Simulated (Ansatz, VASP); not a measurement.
Au: VASP beside Ansatz

```xyz
2
Lattice="2.9000 0.0000 0.0000 -1.4500 2.5115 0.0000 0.0000 0.0000 4.8800" Properties=species:S:1:pos:R:3 pbc="T T T"
Au    0.0000    1.7743    3.6600
Au    1.4500    0.8372    1.2200
```

Alike in both runs: task single point; functional PBEsol; k mesh 18 × 18 × 10; occupations gaussian, width 0.15 eV; no spin polarisation.

|  | VASP | Ansatz |
| --- | --- | --- |
| version | VASP 6.6.1 | Ansatz 0.2.0 |
| potentials or method | VASP PAW PBE potentials, release 64 (Au), cutoff 520 eV | scalar-relativistic, plane waves, PAW |
| valence electrons in the cell | 22 | 38 |

Ansatz gave:

- gap on the k mesh at the Fermi level (eV): none
- pressure (GPa): -6.3
- traceless stress, the component that is largest in VASP (GPa): -0.27
- rms of the force components (eV/Å): 0.028

Question: Which values does VASP return?

Answer: gap on the k mesh at the Fermi level (eV): none; pressure (GPa): -6.5; traceless stress, the component that is largest in VASP (GPa): -0.26; rms of the force components (eV/Å): 0.028.

VASP's potentials were made for PBE, not for PBEsol. Atom by atom the forces differ by 0.000 eV/Å (rms over components). A gap of «none» marks a metal or a gap that the smearing closes. VASP's potentials hold 22 valence electrons a cell and Ansatz's 38, so a difference there can come from the potentials and not from the codes.

Spin-orbit coupling is off throughout.
